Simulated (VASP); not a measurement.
**BiCl: single point with r2SCAN**

The system is BiCl.

```
Bi Cl
1.0
     0.00000    4.66166    0.00000
     4.66166    0.00000    0.00000
     2.33083    2.33083   -5.67847
Bi Cl
2 2
Direct
  0.11000 0.11000 0.78000
  0.89000 0.89000 0.22000
  0.36000 0.36000 0.28000
  0.64000 0.64000 0.72000
```

| Item | Value |
| --- | --- |
| Program | VASP 6.6.1 |
| Task | single point |
| Functional | r2SCAN |
| Potentials or basis | VASP PAW PBE potentials, release 64 (Bi_d, Cl) |
| Cutoff | 550 eV |
| k mesh | 8 × 8 × 8 |
| Occupations | fermi-dirac, width 0.1 eV |
| Spin | no spin polarisation |

```yaml
Pressure: 5.8 GPa
Largest_force: 3.805 eV/Å
Band_gap_on_the_k_mesh: zero (bands 22 and 23 overlap by 0.88 eV)
```

Forces on the atoms (eV/Å):
```
Bi   0.000  0.000  3.805
Bi   0.000  0.000 -3.805
Cl   0.000  0.000 -0.139
Cl   0.000  0.000  0.139
```

Stress tensor (GPa, compression positive):
```
-0.02  0.00  0.00
 0.00 -0.02  0.00
 0.00  0.00 17.45
```

Levels at points of the mesh, in eV from the Fermi level:
```tsv
k point	band 19	band 20	band 21	band 22	band 23	band 24	band 25	band 26
(0.00, 0.00, 0.00)	-3.94	-2.44	-0.05	-0.05	-0.05	3.02	3.02	5.02
(0.50, 0.00, 0.00)	-3.55	-3.20	-1.69	-0.83	0.24	0.81	1.71	5.88
(0.50, 0.50, 0.00)	-3.85	-2.77	-0.34	-0.20	0.38	2.40	2.64	5.08
(0.00, 0.00, 0.50)	-3.46	-3.21	-0.95	0.52	0.52	2.69	2.69	3.98
```

Wall time 11 min on 1 thread of Intel(R) Xeon(R) Platinum 8259CL CPU @ 2.50GHz (Skylake/Cascade Lake), with other jobs on the host, peak memory 0.38 GiB.

Caveat: the cell stands under pressure; the PAW data sets were made with another functional, which shifts forces and pressure a little; spin-orbit coupling is left out, which moves the levels of the heavy elements.
